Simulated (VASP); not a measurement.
Here is a VASP 6.6.1 calculation.

Contents of INCAR:

```
  ALGO = Normal
  EDIFF = 1E-6
  ENCUT = 520
  GGA = PE
  ISIF = 2
  ISMEAR = -1
  LASPH = True
  LCHARG = False
  LREAL = False
  LWAVE = False
  NBANDS = 16
  NELM = 80
  PREC = Accurate
  SIGMA = 0.02
```

File KPOINTS:

```
k-points
0
Gamma
  13 13 13
```

The input POSCAR:

```
InP
1.0
    0.0000000000      2.9343500000      2.9930370000
    2.9343500000      0.0000000000      2.9930370000
    2.9343500000      2.9343500000      0.0000000000
In P
1 1
Direct
    0.0000000000      0.0000000000      0.0000000000
    0.2500000000      0.2500000000      0.2500000000
```

Potentials or basis: VASP PAW PBE potentials, release 64 (In_d, P).

Command:

```sh
$ cat potpaw_PBE.64/In_d/POTCAR potpaw_PBE.64/P/POTCAR > POTCAR
$ mpirun -np 1 vasp_std > vasp.out
```

Q: Predict the pressure.

A: 1.6 GPa.

Q: Predict the band gap on the k mesh.

A: 0.55 eV.

Stress tensor (GPa, compression positive):
```
1.88 0.00 0.00
0.00 1.88 0.00
0.00 0.00 1.04
```

Caveat: the cell differs from its parent crystal (z stretched by +2 %, then relaxed in part); spin-orbit coupling is left out, which moves the levels of the heavy elements.
